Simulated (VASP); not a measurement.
Set up this calculation in VASP 6.6.1, as the native input.

```yaml
Task: single point
Functional: PBEsol
Potentials_or_basis: VASP PAW PBE potentials, release 64 (Hf_pv)
Cutoff: 520 eV
k_mesh: 10 × 10 × 10
Occupations: fermi-dirac, width 0.05 eV
Spin: no spin polarisation
Dipole_correction: no
Further_INCAR_settings: ALGO = Normal; EDIFF = 1e-06; NBANDS = 11
```

The structure of Hf lies in POSCAR:

```
Hf
1.0
    0.0000000000      2.1746811613      2.1746811613
    2.1746811613      0.0000000000      2.1746811613
    2.1746811613      2.1746811613      0.0000000000
Hf
1
Direct
    0.0000000000      0.0000000000      0.0000000000
```

These files were run (other wordings do the same):

INCAR

```
SYSTEM = Hf
PREC = Accurate
ENCUT = 520
EDIFF = 1E-6
ISMEAR = -1
SIGMA = 0.05
LREAL = .False.
LASPH = .True.
NELM = 100
ALGO = Normal
ISIF = 2
LWAVE = .False.
LCHARG = .True.
GGA = PS
LELF = .True.
LVHAR = .True.
NBANDS = 11
```

KPOINTS

```
Automatic mesh
0
Gamma
  10 10 10
  0 0 0
```

Potentials or basis: VASP PAW PBE potentials, release 64 (Hf_pv).

Run with:

```console
$ cat potpaw_PBE.64/Hf_pv/POTCAR > POTCAR
$ mpirun -np 1 vasp_std > vasp.out
```

It gave:

```
Pressure               : 5.3 GPa
Band gap on the k mesh : zero (band 5 reaches 6.60 eV, above the bottom of band 6 at 4.78 eV)
```

Caveat: the PAW data sets were made with another functional, which shifts forces and pressure a little; spin-orbit coupling is left out, which moves the levels of the heavy elements.

Run time: 5 s on 1 thread of Intel(R) Xeon(R) 6975P-C (Granite Rapids), with other jobs on the host, peak memory 0.13 GiB.
